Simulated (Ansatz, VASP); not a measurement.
One calculation of Si16O, two programs

```
Si O
1.0
     0.00000    5.43000    5.43000
     5.43000    0.00000    5.43000
     5.43000    5.43000    0.00000
Si O
16 1
Direct
  0.00634 0.94331 0.00370
  0.11797 0.08334 0.12406
  0.99410 0.01608 0.48738
  0.12601 0.11424 0.63023
  0.96408 0.55232 0.97125
  0.13568 0.57084 0.13551
  0.00002 0.48978 0.50844
  0.12367 0.64646 0.60398
  0.47670 0.04485 0.97842
  0.63192 0.12296 0.11648
  0.50027 0.00249 0.49130
  0.61842 0.14575 0.60389
  0.50708 0.49866 0.99587
  0.59355 0.67429 0.10916
  0.49726 0.52104 0.48244
  0.62554 0.62802 0.62102
  0.95681 0.31856 0.01802
```

Alike in both runs: functional PBE; k mesh 2 × 2 × 2; occupations fermi-dirac, width 0.05 eV; collinear spin.

Ansatz relaxed the structure, and its values are those at the end. VASP's run is a single point on that final structure, the one shown.

```csv
,VASP,Ansatz
version,VASP 6.6.1,Ansatz 0.2.0
potentials or method,"VASP PAW PBE potentials, release 64 (Si, O), cutoff 520 eV","scalar-relativistic, plane waves, PAW"
valence electrons in the cell,70,70
```

Ansatz gave:

| Item | Value |
| --- | --- |
| rms of the force components (eV/Å) | 0.016 |
| net moment per atom (μB) | 0.00 |

Question: Which values does VASP return?

Answer: rms of the force components (eV/Å): 0.015; net moment per atom (μB): 0.00.

Ansatz's warnings: seeded moment not kept.

The k mesh is coarse, so the values compare programs but aren't converged.
